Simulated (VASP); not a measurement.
KF:

```xyz
2
Lattice="0.0000 2.6719 2.6719 2.6719 0.0000 2.6719 2.6719 2.6719 0.0000" Properties=species:S:1:pos:R:3 pbc="T T T"
K     0.0000    0.0000    0.0000
F     2.6719    2.6719    2.6719
```

Base run:

| Item | Value |
| --- | --- |
| Program | VASP 6.6.1 |
| Functional | r2SCAN |
| Potentials or basis | VASP PAW PBE potentials, release 64 (K_sv, F) |
| Cutoff | 520 eV |
| k mesh | 9 × 9 × 9 |
| Occupations | fermi-dirac, width 0.05 eV |
| Spin | no spin polarisation |

Its results: band gap on the k mesh 6.83 eV; pressure -0.5 GPa.

After a change of settings the same cell gave: band gap on the k mesh 5.79 eV; pressure -3.4 GPa. Which change was it?
A. functional from r2SCAN to LDA; potentials or basis from VASP PAW PBE potentials, release 64 (K_sv, F) to VASP PAW LDA potentials, release 64 (K_sv, F)
B. functional from r2SCAN to PBE-based screened hybrid with 35 % exact exchange; k mesh from 9 × 9 × 9 to 5 × 5 × 5
C. further incar settings from ALGO = Normal; EDIFF = 1e-06; NBANDS = 15 to ALGO = Normal; EDIFF = 1e-07; NBANDS = 15
D. functional from r2SCAN to RPBE; occupations from fermi-dirac, width 0.05 eV to tetrahedron

A.

Caveats: an odd mesh through Γ misses points on the zone boundary, where band edges can lie; the PAW data sets were made with another functional, which shifts forces and pressure a little (at least some runs); the cell stands under tension (at least some runs).
